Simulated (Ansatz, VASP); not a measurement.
**One calculation of Al2Cu, two programs**

```
Al Cu
1.0
     4.06635    0.00000    0.00000
     0.00000    4.06635    0.00000
     0.00000    0.00000    2.88473
Al Cu
2 1
Direct
  0.50000 0.00195 0.50000
  0.00000 0.49139 0.50000
  0.00000 0.00283 0.00000
```

Change from the starting cell: mode 9 frozen in at -0.035 Å, equal normal strain along x and y -0.0133.

Alike in both runs: task single point; functional PBE; k mesh 10 × 10 × 14; occupations gaussian, width 0.15 eV; no spin polarisation.

|  | VASP | Ansatz |
| --- | --- | --- |
| version | VASP 6.6.1 | Ansatz 0.2.0 |
| potentials or method | VASP PAW PBE potentials, release 64 (Al, Cu), cutoff 520 eV | scalar-relativistic, plane waves, PAW |
| valence electrons in the cell | 17 | 25 |

|  | VASP | Ansatz | Ansatz less VASP |
| --- | --- | --- | --- |
| gap on the k mesh at the Fermi level (eV) | none | none | - |
| pressure (GPa) | 2.8 | 2.7 | -0.09 |
| traceless stress, the component that is largest in VASP (GPa) | -0.85 | -0.90 | -0.047 |
| rms of the force components (eV/Å) | 0.191 | 0.191 | -0.0004 |

Atom by atom the forces differ by 0.000 eV/Å (rms over components). A gap of «none» marks a metal or a gap that the smearing closes. VASP's potentials hold 17 valence electrons a cell and Ansatz's 25, so a difference there can come from the potentials and not from the codes.
